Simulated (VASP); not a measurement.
# TaTc (Pm-3m) in VASP: further runs

Runs on TaTc. Level: LDA. Tasks: single point.

All numbers are computed with VASP 6.6.1; they aren't measurements. Logs are shortened: lines on timing, memory, paths and dates and some standing lists are left out, and cuts for length are marked.

### 1 The cell of the first run

The structure is cubic, space group Pm-3m (No. 221). The conventional cell has a = 3.227 Å, b = 3.227 Å, c = 3.227 Å, α = 90.00°, β = 90.00°, γ = 90.00°. Ta (site symmetry m-3m) has 8 Tc at 2.80 Å and 6 Ta at 3.23 Å within 3.7 Å. Within 3.7 Å of Tc (site symmetry m-3m) lie 8 Ta at 2.80 Å and 6 Tc at 3.23 Å.

### 2 Single point, LDA

INCAR reads:

```
SYSTEM = TaTc
ALGO = Normal ; EDIFF = 1E-6
ENCUT = 500 ; GGA_COMPAT = .False.
ISIF = 2 ; ISMEAR = 1
LASPH = .True. ; LCHARG = .False.
LREAL = .False. ; LWAVE = .False.
NBANDS = 19 ; NELM = 120
PREC = Accurate ; SIGMA = 0.1
```

KPOINTS reads:

```
k-points
0
Gamma
  7 7 7
  0 0 0
```

POSCAR reads:

```
TaTc
1.0
    3.2274172900      0.0000000000      0.0000000000
    0.0000000000      3.2274172900      0.0000000000
    0.0000000000      0.0000000000      3.2274172900
Ta Tc
1 1
Direct
    0.0000000000      0.0000000000      0.0000000000
    0.5000000000      0.5000000000      0.5000000000
```

Potentials or basis: VASP PAW LDA potentials, release 64 (Ta_pv, Tc_pv).

The run is started by

```sh
$ cat potpaw_LDA.64/Ta_pv/POTCAR potpaw_LDA.64/Tc_pv/POTCAR > POTCAR
$ mpirun -np 1 vasp_std > vasp.out
```

OUTCAR:

```text
SYSTEM = TaTc
   EDIFF = 1E-6
   ENCUT = 500
   ISIF = 2
   ISMEAR = 1
   LASPH = .True.
   LREAL = .False.
   NELM = 120
   PREC = Accurate

 ion  position               nearest neighbor table
   1  0.000  0.000  0.000-   2 2.80   2 2.80   2 2.80   2 2.80   2 2.80   2 2.80   2 2.80   2 2.80

   2  0.500  0.500  0.500-   1 2.80   1 2.80   1 2.80   1 2.80   1 2.80   1 2.80   1 2.80   1 2.80

  LATTYP: Found a simple cubic cell.
 ALAT       =     3.2274172900

  Lattice vectors:

 A1 = (   3.2274172900,   0.0000000000,   0.0000000000)
 A2 = (   0.0000000000,   3.2274172900,   0.0000000000)
 A3 = (   0.0000000000,   0.0000000000,   3.2274172900)

Analysis of symmetry for initial positions (statically):
=====================================================================
 Subroutine PRICEL returns:
 Original cell was already a primitive cell.

 Routine SETGRP: Setting up the symmetry group for a
 simple cubic supercell.

 Subroutine GETGRP returns: Found 48 space group operations
 (whereof 48 operations were pure point group operations)
 out of a pool of 48 trial point group operations.

The static configuration has the point symmetry O_h .

Analysis of symmetry for dynamics (positions and initial velocities):
=====================================================================
 Subroutine PRICEL returns:
 Original cell was already a primitive cell.

 Routine SETGRP: Setting up the symmetry group for a
 simple cubic supercell.

 Subroutine GETGRP returns: Found 48 space group operations
 (whereof 48 operations were pure point group operations)
 out of a pool of 48 trial point group operations.

The dynamic configuration has the point symmetry O_h .

 Subroutine INISYM returns: Found 48 space group operations
 (whereof 48 operations are pure point group operations),
 and found     1 'primitive' translations

----------------------------------------------------------------------------------------

                                     Primitive cell

  volume of cell :      33.6175

  direct lattice vectors                    reciprocal lattice vectors
     3.227417290  0.000000000  0.000000000     0.309845276  0.000000000  0.000000000
     0.000000000  3.227417290  0.000000000     0.000000000  0.309845276  0.000000000
     0.000000000  0.000000000  3.227417290     0.000000000  0.000000000  0.309845276

  length of vectors
     3.227417290  3.227417290  3.227417290     0.309845276  0.309845276  0.309845276

  position of ions in fractional coordinates (direct lattice)
     0.000000000  0.000000000  0.000000000
     0.500000000  0.500000000  0.500000000

  ion indices of the primitive-cell ions
   primitive index   ion index
                 1           1
                 2           2

----------------------------------------------------------------------------------------

 KPOINTS: k-points

Automatic generation of k-mesh.
 Grid dimensions read from file:
 generate k-points for:    7    7    7

 Generating k-lattice:

  Cartesian coordinates                     Fractional coordinates (reciprocal lattice)
     0.044263611  0.000000000  0.000000000     0.142857143  0.000000000  0.000000000
     0.000000000  0.044263611  0.000000000     0.000000000  0.142857143  0.000000000
     0.000000000  0.000000000  0.044263611     0.000000000  0.000000000  0.142857143

  Length of vectors
     0.044263611  0.044263611  0.044263611

  Shift w.r.t. Gamma in fractional coordinates (k-lattice)
     0.000000000  0.000000000  0.000000000

 Subroutine IBZKPT returns following result:
 ===========================================

 Found     20 irreducible k-points:

 Following reciprocal coordinates:
            Coordinates               Weight
  0.000000  0.000000  0.000000      1.000000
  0.142857  0.000000  0.000000      6.000000
  0.285714  0.000000  0.000000      6.000000
  0.428571  0.000000  0.000000      6.000000
  0.142857  0.142857  0.000000     12.000000
  0.285714  0.142857  0.000000     24.000000
[... 12 lines left out ...]
  0.428571  0.428571  0.285714     24.000000
  0.428571  0.428571  0.428571      8.000000
   k-points           NKPTS =     20   k-points in BZ     NKDIM =     20   number of bands    NBANDS=     19
   number of dos      NEDOS =    301   number of ions     NIONS =      2
   total plane-waves  NPLWV =  13824
   dimension x,y,z NGX =    24 NGY =   24 NGZ =   24
   dimension x,y,z NGXF=    48 NGYF=   48 NGZF=   48
   ions per type =               1   1
   NGX,Y,Z   is equivalent  to a cutoff of  12.36, 12.36, 12.36 a.u.
   NGXF,Y,Z  is equivalent  to a cutoff of  24.73, 24.73, 24.73 a.u.
 SYSTEM =  TaTc
   PREC   = accura    normal or accurate (medium, high low for compatibility)
   ISTART =      0    job   : 0-new  1-cont  2-samecut
   ICHARG =      2    charge: 1-file 2-atom 10-const
   ISPIN  =      1    spin polarized calculation?
   LNONCOLLINEAR =      F non collinear calculations
   LSORBIT =      F    spin-orbit coupling
   LASPH  =      T    aspherical Exc in radial PAW
   ENCUT  =  500.0 eV  36.75 Ry    6.06 a.u.   5.88  5.88  5.88*2*pi/ulx,y,z
   NELM   =    120;   NELMIN=  2; NELMDL= -5     # of ELM steps
   EDIFF  = 0.1E-05   stopping-criterion for ELM
   LREAL  =      F    real-space projection
   EDIFFG = 0.1E-04   stopping-criterion for IOM
   NSW    =      0    number of steps for IOM
   IBRION =     -1    ionic relax: 0-MD 1-quasi-New 2-CG
   NFREE  =      0    steps in history (QN), initial steepest desc. (CG)
   ISIF   =      2    stress and relaxation
   ISYM   =      2    0-nonsym 1-usesym 2-fastsym
   POTIM  = 0.5000    time-step for ionic-motion
   TEBEG  =    0.0;   TEEND  =   0.0 temperature during run
   PSTRESS=    0.0 pullay stress
   NELECT =      24.0000    total number of electrons
   NUPDOWN=      -1.0000    fix difference up-down
   EMIN   =  10.00;   EMAX   =-10.00  energy-range for DOS
   EFERMI =   0.00;   METHOD = LEGACY
   ISMEAR =     1;   SIGMA  =   0.10  broadening in eV -4-tet -1-fermi 0-gaus
   EFERMI_NEDOS =   21; number of points for ismear=-14 and -15
   IALGO  =     38    algorithm
   IMIX   =      4    mixing-type and parameters
     AMIX     =   0.40;   BMIX     =  1.00
     AMIX_MAG =   1.60;   BMIX_MAG =  1.00
  volume/ion in A,a.u.               =      16.81       113.43
  Fermi-wavevector in a.u.,A,eV,Ry     =   1.463154  2.764961 29.127631  2.140820
  Thomas-Fermi vector in A             =   2.579283
   LORBIT       =      0    0 simple, 1 ext, 2 COOP (PROOUT), +10 PAW based schemes
   GGA     = CA    functional components
   LHFCALC =     F    Hartree Fock is set to
   AEXX    =    0.0000 exact exchange contribution
   IVDW    =     0    specifies the selected vdW correction
   LEPSILON=     F    determine dielectric tensor
   LRPA    =     F    only Hartree local field effects (RPA)
 non-spin polarized calculation
 Methfessel and Paxton  Order N= 1 SIGMA  =   0.10
  energy-cutoff  :      500.00
  volume of cell :       33.62
 maximum number of plane-waves:       870
 NGX is ok and might be reduce to    24
   NGX = 11   NGY = 11   NGZ = 11

 number of electron      24.0000003 magnetization

 Free energy of the ion-electron system (eV)
  ---------------------------------------------------
  ext. energy  EPLUGINS =         0.00000000
  ---------------------------------------------------
  free energy    TOTEN  =       -25.26385031 eV

  energy without entropy =      -25.26126922  energy(sigma->0) =      -25.26298995

 E-fermi :   8.5138     XC(G=0): -13.1438

 val. band max:        8.4983444255   @ k =   0.4286   0.0000   0.0000
 cond. band min:       8.5157947509   @ k =   0.4286   0.1429   0.0000
 fundamental gap:      0.0174503254
 Fermi energy:         8.5138147383

 k-point     1 :       0.0000    0.0000    0.0000
  band No.  band energies     occupation
      1     -30.0091      2.00000
      2     -30.0091      2.00000
      3     -30.0091      2.00000
      4     -25.7769      2.00000
      5     -25.7769      2.00000
      6     -25.7769      2.00000
[... 11 lines left out ...]
     18      16.9815      0.00000
     19      16.9815      0.00000

 k-point     2 :       0.1429    0.0000    0.0000
  band No.  band energies     occupation
      1     -30.0301      2.00000
      2     -30.0022      2.00000
      3     -30.0022      2.00000
      4     -25.8354      2.00000
      5     -25.7808      2.00000
      6     -25.7808      2.00000
[... 11 lines left out ...]
     18      15.7271      0.00000
     19      18.6868      0.00000

 k-point     3 :       0.2857    0.0000    0.0000
  band No.  band energies     occupation
      1     -30.0769      2.00000
      2     -29.9867      2.00000
      3     -29.9867      2.00000
      4     -25.9647      2.00000
      5     -25.7897      2.00000
      6     -25.7897      2.00000
[... 11 lines left out ...]
     18      13.7623      0.00000
     19      20.9951      0.00000

 k-point     4 :       0.4286    0.0000    0.0000
  band No.  band energies     occupation
      1     -30.1140      2.00000
      2     -29.9741      2.00000
      3     -29.9741      2.00000
      4     -26.0667      2.00000
      5     -25.7969      2.00000
      6     -25.7969      2.00000
[... 11 lines left out ...]
     18      13.0964      0.00000
     19      20.9945      0.00000

 k-point     5 :       0.1429    0.1429    0.0000
  band No.  band energies     occupation
      1     -30.0371      2.00000
      2     -30.0148      2.00000
      3     -29.9962      2.00000
      4     -25.8540      2.00000
      5     -25.8149      2.00000
      6     -25.7831      2.00000
[... 11 lines left out ...]
     18      16.6677      0.00000
     19      17.8245      0.00000

 k-point     6 :       0.2857    0.1429    0.0000
  band No.  band energies     occupation
      1     -30.0817      2.00000
      2     -30.0137      2.00000
      3     -29.9823      2.00000
      4     -25.9576      2.00000
      5     -25.8278      2.00000
      6     -25.7882      2.00000
[... 11 lines left out ...]
     18      14.7167      0.00000
     19      19.9457      0.00000

 k-point     7 :       0.4286    0.1429    0.0000
  band No.  band energies     occupation
      1     -30.1210      2.00000
      2     -30.0091      2.00000
      3     -29.9712      2.00000
      4     -26.0465      2.00000
      5     -25.8306      2.00000
      6     -25.7923      2.00000
[... 11 lines left out ...]
     18      13.3234      0.00000
     19      20.9913      0.00000

 k-point     8 :       0.2857    0.2857    0.0000
  band No.  band energies     occupation
      1     -30.1006      2.00000
      2     -30.0662      2.00000
      3     -29.9727      2.00000
      4     -25.9570      2.00000
      5     -25.8969      2.00000
      6     -25.7848      2.00000
[... 168 lines left out ...]
 k-point    16 :       0.4286    0.4286    0.1429
  band No.  band energies     occupation
      1     -30.1404      2.00000
      2     -30.1360      2.00000
      3     -29.9863      2.00000
      4     -25.9791      2.00000
      5     -25.9706      2.00000
      6     -25.8215      2.00000
[... 11 lines left out ...]
     18      15.0783      0.00000
     19      17.8583      0.00000

 k-point    17 :       0.2857    0.2857    0.2857
  band No.  band energies     occupation
      1     -30.0709      2.00000
      2     -30.0680      2.00000
      3     -30.0680      2.00000
      4     -25.9237      2.00000
      5     -25.9237      2.00000
      6     -25.9205      2.00000
[... 11 lines left out ...]
     18      17.7477      0.00000
     19      19.0927      0.00000

 k-point    18 :       0.4286    0.2857    0.2857
  band No.  band energies     occupation
      1     -30.1215      2.00000
      2     -30.0724      2.00000
      3     -30.0498      2.00000
      4     -25.9970      2.00000
      5     -25.9388      2.00000
      6     -25.9026      2.00000
[... 11 lines left out ...]
     18      16.5275      0.00000
     19      18.3555      0.00000

 k-point    19 :       0.4286    0.4286    0.2857
  band No.  band energies     occupation
      1     -30.1146      2.00000
      2     -30.1135      2.00000
      3     -30.0456      2.00000
      4     -25.9972      2.00000
      5     -25.9958      2.00000
      6     -25.9268      2.00000
[... 11 lines left out ...]
     18      17.0468      0.00000
     19      17.4169      0.00000

 k-point    20 :       0.4286    0.4286    0.4286
  band No.  band energies     occupation
      1     -30.0984      2.00000
      2     -30.0917      2.00000
      3     -30.0917      2.00000
      4     -26.0163      2.00000
      5     -26.0163      2.00000
      6     -26.0054      2.00000
[... 11 lines left out ...]
     18      17.0244      0.00000
     19      18.1947      0.00000

------------------------ aborting loop because EDIFF is reached ----------------------------------------

  FORCE on cell =-STRESS in cart. coord.  units (eV):
  Direction    XX          YY          ZZ          XY          YZ          ZX
  --------------------------------------------------------------------------------------
  -------------------------------------------------------------------------------------
  Total       -4.3217933     -4.3217933     -4.3217933      0.0000000      0.0000000      0.0000000
  in kB     -205.9724835   -205.9724835   -205.9724835      0.0000000      0.0000000      0.0000000
  external PRESSURE =    -205.9724835 kB  Pullay stress =       0.0000000 kB

 VOLUME and BASIS-vectors are now :
 -----------------------------------------------------------------------------
  energy-cutoff  :      500.00
  volume of cell :       33.62
      direct lattice vectors                 reciprocal lattice vectors
     3.227417290  0.000000000  0.000000000     0.309845276  0.000000000  0.000000000
     0.000000000  3.227417290  0.000000000     0.000000000  0.309845276  0.000000000
     0.000000000  0.000000000  3.227417290     0.000000000  0.000000000  0.309845276

 POSITION                                       TOTAL-FORCE (eV/Angst)
 -----------------------------------------------------------------------------------
      0.00000      0.00000      0.00000         0.000000      0.000000      0.000000
      1.61371      1.61371      1.61371         0.000000      0.000000      0.000000
 -----------------------------------------------------------------------------------
    total drift:                                0.000000      0.000000     -0.000000

  FREE ENERGIE OF THE ION-ELECTRON SYSTEM (eV)
  ---------------------------------------------------
  free  energy   TOTEN  =       -25.2638503145 eV

  energy  without entropy=      -25.2612692184  energy(sigma->0) =      -25.26298995
```

Wall time 12 s (1 thread of Intel Xeon 8259CL, shared host); peak memory 0.13 GiB.

Results:

- Free energy: -25.2639 eV
- Pressure: -20.6 GPa
- Band gap on the k mesh: zero (band 12 reaches 8.95 eV, above the bottom of band 13 at 8.50 eV)

Caveat: spin-orbit coupling is left out, which moves the levels of the heavy elements.

(Part 1 of 2 ends here.)
